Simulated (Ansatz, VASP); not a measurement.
**Nb in VASP and in Ansatz**

```
CELL_PARAMETERS angstrom
-1.65113 1.65113 1.65113
1.65113 -1.65113 1.65113
1.65113 1.65113 -1.65113
ATOMIC_POSITIONS crystal
Nb 0.00000 0.00000 0.00000
```

Alike in both runs: task single point; functional r2SCAN; k mesh 13 × 13 × 13; occupations gaussian, width 1 eV; no spin polarisation.

```csv
,VASP,Ansatz
version,VASP 6.6.1,Ansatz 0.2.0
potentials or method,"VASP PAW PBE potentials, release 64 (Nb_sv), cutoff 520 eV","plane waves (500 eV) with PAW, scalar-relativistic"
valence electrons in the cell,13,13
```

```csv
,VASP,Ansatz,Ansatz less VASP
pressure (GPa),2.8,3.0,+0.18
```

VASP's potentials were made for PBE, not for r2SCAN. The functional is the same, so the differences come from potentials, cutoffs and numerics.
